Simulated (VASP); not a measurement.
# LiF (Fm-3m) in VASP: single point with HSE06

Aim: the single point of LiF with HSE06.

Program: VASP 6.6.1. These are calculated values, not measurements. Logs are shortened: lines on timing, memory, paths and dates and some standing lists are left out, and cuts for length are marked.

### 1 The cell of the first run

Symmetry: Fm-3m, No. 225, cubic system. The conventional cell has a = 4.068 Å, b = 4.068 Å, c = 4.068 Å, α = 90.00°, β = 90.00°, γ = 90.00°. Li (site symmetry m-3m) has 6 F at 2.03 Å within 2.7 Å. Within 2.7 Å of F (site symmetry m-3m) lie 6 Li at 2.03 Å.

### 2 Single point, HSE06

Contents of POSCAR:

```
LiF
1.0
    0.0000000000      2.0340099532      2.0340099532
    2.0340099532      0.0000000000      2.0340099532
    2.0340099532      2.0340099532      0.0000000000
Li F
1 1
Direct
    0.0000000000      0.0000000000      0.0000000000
    0.5000000000      0.5000000000      0.5000000000
```

Contents of INCAR.step1:

```
SYSTEM = LiF
ALGO = Normal
EDIFF = 1E-5
ENCUT = 520
GGA = PE
ISIF = 2
ISMEAR = 0
LASPH = .True.
LCHARG = .False.
LREAL = .False.
LWAVE = .True.
NBANDS = 12
NELM = 60
PREC = Accurate
SIGMA = 0.02
```

Contents of INCAR.step2:

```
SYSTEM = LiF
ALGO = Normal
EDIFF = 1E-6
ENCUT = 520
GGA = PE
HFSCREEN = 0.2079
ISIF = 2
ISMEAR = 0
ISTART = 1
LASPH = .True.
LCHARG = .False.
LHFCALC = .True.
LREAL = .False.
LWAVE = .False.
NBANDS = 12
NELM = 60
PREC = Accurate
PRECFOCK = Normal
SIGMA = 0.02
```

Contents of KPOINTS:

```
k-points
0
Gamma
  8 8 8
  0 0 0
```

Potentials or basis: VASP PAW PBE potentials, release 64 (Li_sv, F).

Started as:

```
cat potpaw_PBE.64/Li_sv/POTCAR potpaw_PBE.64/F/POTCAR > POTCAR
cp INCAR.step1 INCAR
mpirun -np 1 vasp_std > vasp.out
cp INCAR.step2 INCAR
mpirun -np 1 vasp_std > vasp.out
```

OUTCAR:

```text
SYSTEM = LiF
   EDIFF = 1E-6
   ENCUT = 520
   GGA = PE
   HFSCREEN = 0.2079
   ISIF = 2
   ISMEAR = 0
   ISTART = 1
   LASPH = .True.
   LHFCALC = .True.
   LREAL = .False.
   NELM = 60
   PREC = Accurate
   PRECFOCK = Normal

 ion  position               nearest neighbor table
   1  0.000  0.000  0.000-   2 2.03   2 2.03   2 2.03   2 2.03   2 2.03   2 2.03
   2  0.500  0.500  0.500-   1 2.03   1 2.03   1 2.03   1 2.03   1 2.03   1 2.03

  LATTYP: Found a face centered cubic cell.
 ALAT       =     4.0680199064

  Lattice vectors:

 A1 = (   0.0000000000,   2.0340099532,   2.0340099532)
 A2 = (   2.0340099532,   0.0000000000,   2.0340099532)
 A3 = (   2.0340099532,   2.0340099532,   0.0000000000)

Analysis of symmetry for initial positions (statically):
=====================================================================
 Subroutine PRICEL returns:
 Original cell was already a primitive cell.

 Routine SETGRP: Setting up the symmetry group for a
 face centered cubic supercell.

 Subroutine GETGRP returns: Found 48 space group operations
 (whereof 48 operations were pure point group operations)
 out of a pool of 48 trial point group operations.

The static configuration has the point symmetry O_h .

Analysis of symmetry for dynamics (positions and initial velocities):
=====================================================================
 Subroutine PRICEL returns:
 Original cell was already a primitive cell.

 Routine SETGRP: Setting up the symmetry group for a
 face centered cubic supercell.

 Subroutine GETGRP returns: Found 48 space group operations
 (whereof 48 operations were pure point group operations)
 out of a pool of 48 trial point group operations.

The dynamic configuration has the point symmetry O_h .

 Subroutine INISYM returns: Found 48 space group operations
 (whereof 48 operations are pure point group operations),
 and found     1 'primitive' translations

----------------------------------------------------------------------------------------

                                     Primitive cell

  volume of cell :      16.8302

  direct lattice vectors                    reciprocal lattice vectors
     0.000000000  2.034009953  2.034009953    -0.245819839  0.245819839  0.245819839
     2.034009953  0.000000000  2.034009953     0.245819839 -0.245819839  0.245819839
     2.034009953  2.034009953  0.000000000     0.245819839  0.245819839 -0.245819839

  length of vectors
     2.876524462  2.876524462  2.876524462     0.425772451  0.425772451  0.425772451

  position of ions in fractional coordinates (direct lattice)
     0.000000000  0.000000000  0.000000000
     0.500000000  0.500000000  0.500000000

  ion indices of the primitive-cell ions
   primitive index   ion index
                 1           1
                 2           2

----------------------------------------------------------------------------------------

 KPOINTS: k-points

Automatic generation of k-mesh.
 Grid dimensions read from file:
 generate k-points for:    8    8    8

 Generating k-lattice:

  Cartesian coordinates                     Fractional coordinates (reciprocal lattice)
    -0.030727480  0.030727480  0.030727480     0.125000000  0.000000000  0.000000000
     0.030727480 -0.030727480  0.030727480     0.000000000  0.125000000  0.000000000
     0.030727480  0.030727480 -0.030727480     0.000000000  0.000000000  0.125000000

  Length of vectors
     0.053221556  0.053221556  0.053221556

  Shift w.r.t. Gamma in fractional coordinates (k-lattice)
     0.000000000  0.000000000  0.000000000

 Subroutine IBZKPT returns following result:
 ===========================================

 Found     29 irreducible k-points:

 Following reciprocal coordinates:
            Coordinates               Weight
  0.000000  0.000000  0.000000      1.000000
  0.125000  0.000000  0.000000      8.000000
  0.250000  0.000000  0.000000      8.000000
  0.375000  0.000000  0.000000      8.000000
  0.500000  0.000000  0.000000      4.000000
  0.125000  0.125000  0.000000      6.000000
[... 16 lines left out ...]
  0.500000  0.250000  0.125000     48.000000
 -0.375000  0.250000  0.125000     24.000000
 [... further k-points ...]
   k-points           NKPTS =     29   k-points in BZ     NKDIM =    512   number of bands    NBANDS=     12
   number of dos      NEDOS =    301   number of ions     NIONS =      2
   total plane-waves  NPLWV =  13824
   dimension x,y,z NGX =    24 NGY =   24 NGZ =   24
   dimension x,y,z NGXF=    48 NGYF=   48 NGZF=   48
   ions per type =               1   1
   NGX,Y,Z   is equivalent  to a cutoff of  13.87, 13.87, 13.87 a.u.
   NGXF,Y,Z  is equivalent  to a cutoff of  27.74, 27.74, 27.74 a.u.
 SYSTEM =  LiF
   PREC   = accura    normal or accurate (medium, high low for compatibility)
   ISTART =      1    job   : 0-new  1-cont  2-samecut
   ICHARG =      0    charge: 1-file 2-atom 10-const
   ISPIN  =      1    spin polarized calculation?
   LNONCOLLINEAR =      F non collinear calculations
   LSORBIT =      F    spin-orbit coupling
   LASPH  =      T    aspherical Exc in radial PAW
   ENCUT  =  520.0 eV  38.22 Ry    6.18 a.u.   5.35  5.35  5.35*2*pi/ulx,y,z
   NELM   =     60;   NELMIN=  2; NELMDL=  0     # of ELM steps
   EDIFF  = 0.1E-05   stopping-criterion for ELM
   LREAL  =      F    real-space projection
   EDIFFG = 0.1E-04   stopping-criterion for IOM
   NSW    =      0    number of steps for IOM
   IBRION =     -1    ionic relax: 0-MD 1-quasi-New 2-CG
   NFREE  =      0    steps in history (QN), initial steepest desc. (CG)
   ISIF   =      2    stress and relaxation
   ISYM   =      3    0-nonsym 1-usesym 2-fastsym
   POTIM  = 0.5000    time-step for ionic-motion
   TEBEG  =    0.0;   TEEND  =   0.0 temperature during run
   PSTRESS=    0.0 pullay stress
   NELECT =      10.0000    total number of electrons
   NUPDOWN=      -1.0000    fix difference up-down
   EMIN   =  10.00;   EMAX   =-10.00  energy-range for DOS
   EFERMI =   0.00;   METHOD = LEGACY
   ISMEAR =     0;   SIGMA  =   0.02  broadening in eV -4-tet -1-fermi 0-gaus
   EFERMI_NEDOS =   21; number of points for ismear=-14 and -15
   IALGO  =     38    algorithm
   IMIX   =      1    mixing-type and parameters
     AMIX     =   0.40;   BMIX     =  1.00
     AMIX_MAG =   1.60;   BMIX_MAG =  1.00
  volume/ion in A,a.u.               =       8.42        56.79
  Fermi-wavevector in a.u.,A,eV,Ry     =   1.376296  2.600822 25.772018  1.894190
  Thomas-Fermi vector in A             =   2.501553
   LORBIT       =      0    0 simple, 1 ext, 2 COOP (PROOUT), +10 PAW based schemes
   GGA     = PE    functional components
   LHFCALC =     T    Hartree Fock is set to
   PRECFOCK=normal    Normal, Fast or Accurate (Low or Medium for compatibility)
   ENCUT4O =  -1.0   cutoff for four orbital integrals eV
   NKREDX  =     1    reduce k-point grid by
   NKREDY  =     1    reduce k-point grid by
   NKREDZ  =     1    reduce k-point grid by
   AEXX    =    0.2500 exact exchange contribution
   HFSCREEN=    0.2079 screening length (either q_TF or 0.3 A-1)
   HFSCREENC=   0.2079 screening length for correlation (either q_TF or 0.3 A-1)
   ENCUTFOCK=  -1.0 apply spherical cutoff to Coloumb kernel
   IVDW    =     0    specifies the selected vdW correction
   LEPSILON=     F    determine dielectric tensor
   LRPA    =     F    only Hartree local field effects (RPA)
 non-spin polarized calculation
 Gauss-broadening in eV      SIGMA  =   0.02
  energy-cutoff  :      520.00
  volume of cell :       16.83
 maximum number of plane-waves:       469
 NGX is ok and might be reduce to    24
  NGX = 18; NGY = 18; NGZ = 18

 number of electron       9.9999992 magnetization

 Free energy of the ion-electron system (eV)
  ---------------------------------------------------
  ext. energy  EPLUGINS =         0.00000000
  ---------------------------------------------------
  free energy    TOTEN  =       -11.38236899 eV

  energy without entropy =      -11.38236899  energy(sigma->0) =      -11.38236899

 E-fermi :  -2.7601     XC(G=0):  -8.0527

 val. band max:       -2.8990522267   @ k =   0.0000   0.0000   0.0000
 cond. band min:       8.2084662964   @ k =   0.0000   0.0000   0.0000
 fundamental gap:     11.1075185230
 Fermi energy:        -2.7600935756

 k-point     1 :       0.0000    0.0000    0.0000
  band No.  band energies     occupation
      1     -45.9488      2.00000
      2     -24.3922      2.00000
      3      -2.8991      2.00000
      4      -2.8991      2.00000
      5      -2.8991      2.00000
      6       8.2085      0.00000
      7      23.2996      0.00000
      8      23.2996      0.00000
      9      23.2996      0.00000
     10      23.6164      0.00000
     11      23.6164      0.00000
     12      23.6164      0.00000

 k-point     2 :       0.1250    0.0000    0.0000
  band No.  band energies     occupation
      1     -45.9412      2.00000
      2     -24.3322      2.00000
      3      -3.3354      2.00000
      4      -2.9355      2.00000
      5      -2.9355      2.00000
      6       8.6641      0.00000
      7      19.9014      0.00000
      8      21.6682      0.00000
      9      21.6682      0.00000
     10      24.8666      0.00000
     11      24.9675      0.00000
     12      24.9675      0.00000

 k-point     3 :       0.2500    0.0000    0.0000
  band No.  band energies     occupation
      1     -45.9227      2.00000
      2     -24.1830      2.00000
      3      -4.2844      2.00000
      4      -3.0210      2.00000
      5      -3.0210      2.00000
      6       9.5356      0.00000
      7      17.2731      0.00000
      8      19.8914      0.00000
      9      19.8914      0.00000
     10      26.2445      0.00000
     11      26.8254      0.00000
     12      26.8255      0.00000
[... 286 lines left out ...]
 k-point    23 :       0.5000    0.2500    0.1250
  band No.  band energies     occupation
      1     -45.8948      2.00000
      2     -23.9082      2.00000
      3      -5.0379      2.00000
      4      -4.0057      2.00000
      5      -3.3199      2.00000
      6      11.5634      0.00000
      7      15.3045      0.00000
      8      18.4142      0.00000
      9      18.8694      0.00000
     10      25.0001      0.00000
     11      29.6063      0.00000
     12      32.2462      0.00000

 k-point    24 :      -0.3750    0.2500    0.1250
  band No.  band energies     occupation
      1     -45.8888      2.00000
      2     -23.8479      2.00000
      3      -5.2512      2.00000
      4      -4.1161      2.00000
      5      -3.3907      2.00000
      6      11.7955      0.00000
      7      15.1035      0.00000
      8      18.3247      0.00000
      9      18.5073      0.00000
     10      26.8724      0.00000
     11      27.9809      0.00000
     12      33.5228      0.00000

 [... further k-points ...]
[... 5 lines left out ...]
  --------------------------------------------------------------------------------------
  -------------------------------------------------------------------------------------
  Total       -0.3168438     -0.3168438     -0.3168438      0.0000000      0.0000000      0.0000000
  in kB      -30.1624487    -30.1624487    -30.1624487      0.0000000      0.0000000      0.0000000
  external PRESSURE =     -30.1624487 kB  Pullay stress =       0.0000000 kB

 VOLUME and BASIS-vectors are now :
 -----------------------------------------------------------------------------
  energy-cutoff  :      520.00
  volume of cell :       16.83
      direct lattice vectors                 reciprocal lattice vectors
     0.000000000  2.034009953  2.034009953    -0.245819839  0.245819839  0.245819839
     2.034009953  0.000000000  2.034009953     0.245819839 -0.245819839  0.245819839
     2.034009953  2.034009953  0.000000000     0.245819839  0.245819839 -0.245819839

 POSITION                                       TOTAL-FORCE (eV/Angst)
 -----------------------------------------------------------------------------------
      0.00000      0.00000      0.00000        -0.000000      0.000000     -0.000000
      2.03401      2.03401      2.03401         0.000000     -0.000000      0.000000
 -----------------------------------------------------------------------------------
    total drift:                               -0.000000     -0.000000     -0.000001

  FREE ENERGIE OF THE ION-ELECTRON SYSTEM (eV)
  ---------------------------------------------------
  free  energy   TOTEN  =       -11.3823689925 eV

  energy  without entropy=      -11.3823689925  energy(sigma->0) =      -11.38236899
```

Run time: 29 min. Hardware: 1 thread of Intel Xeon Platinum 8259CL at 2.50GHz (Skylake/Cascade Lake), shared host; peak memory 0.24 GiB.

What came out:

- Free energy: -11.3824 eV
- Band gap on the k mesh: 11.11 eV

Levels at points of the mesh, in eV from the valence-band top:
| k point | band 1 | band 2 | band 3 | band 4 | band 5 | band 6 | band 7 | band 8 | band 9 | band 10 |
| --- | --- | --- | --- | --- | --- | --- | --- | --- | --- | --- |
| (0.00, 0.00, 0.00) | -43.05 | -21.49 | 0.00 | 0.00 | 0.00 | 11.11 | 26.20 | 26.20 | 26.20 | 26.52 |
| (0.50, 0.00, 0.00) | -43.00 | -21.06 | -2.56 | -0.24 | -0.24 | 12.93 | 19.02 | 21.14 | 21.14 | 32.49 |
| (0.50, 0.50, 0.00) | -42.98 | -20.81 | -2.99 | -1.01 | -1.01 | 17.10 | 18.60 | 19.60 | 22.57 | 22.57 |

Caveat: the cutoff is under 1.25 times the usual one of these potentials, so pressure, stress and relaxed cells hold a basis-set (Pulay) error; the PAW data sets were made with another functional, which shifts forces and pressure a little. A k mesh can miss the band edges.
